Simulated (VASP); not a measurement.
Input of a VASP 6.6.1 run:

The input POSCAR:

```
LiH3O2
1.0
    4.0867190304      0.0000000000      0.0000000000
   -2.0433595152      3.5392024985      0.0000000000
    0.0000000000      0.0000000000      2.3464415607
Li H O
1 3 2
Direct
    0.0000000000      0.0000000000      0.0000000000
    0.5000000000      0.0000000000      0.5000000000
    0.5000000000      0.5000000000      0.5000000000
    0.0000000000      0.5000000000      0.5000000000
    0.3333333333      0.6666666667      0.0000000000
    0.6666666667      0.3333333333      0.0000000000
```

File INCAR.step1:

```
SYSTEM = LiH3O2
  PREC = Accurate
  ENCUT = 520
  ISMEAR = 0
  SIGMA = 0.1
  LREAL = .False.
  LASPH = .True.
  NELM = 60
  NBANDS = 18
  GGA = PE
  ALGO = Normal
  EDIFF = 1E-4
  LWAVE = .True.
  LCHARG = .False.
```

The input INCAR.step2:

```
SYSTEM = LiH3O2
  PREC = Accurate
  ENCUT = 520
  EDIFF = 1E-6
  ISMEAR = 0
  SIGMA = 0.1
  LREAL = .False.
  LASPH = .True.
  NELM = 60
  ALGO = Normal
  ISIF = 2
  LWAVE = .False.
  LCHARG = .False.
  METAGGA = R2SCAN
  LMIXTAU = .True.
  NBANDS = 18
  ISTART = 1
```

Contents of KPOINTS:

```
regular mesh
0
Gamma
  6 6 6
  0 0 0
```

Potentials or basis: VASP PAW PBE potentials, release 64 (Li_sv, H, O).

The run is started by

```sh
$ cat potpaw_PBE.64/Li_sv/POTCAR potpaw_PBE.64/H/POTCAR potpaw_PBE.64/O/POTCAR > POTCAR
$ cp INCAR.step1 INCAR
$ mpirun -np 1 vasp_std > vasp.out
$ cp INCAR.step2 INCAR
$ mpirun -np 1 vasp_std > vasp.out
```

Q: Predict the band gap on the k mesh.

A: Zero (bands 9 and 10 overlap by 0.41 eV).

Caveat: the k points lie up to 0.45 Å⁻¹ apart.
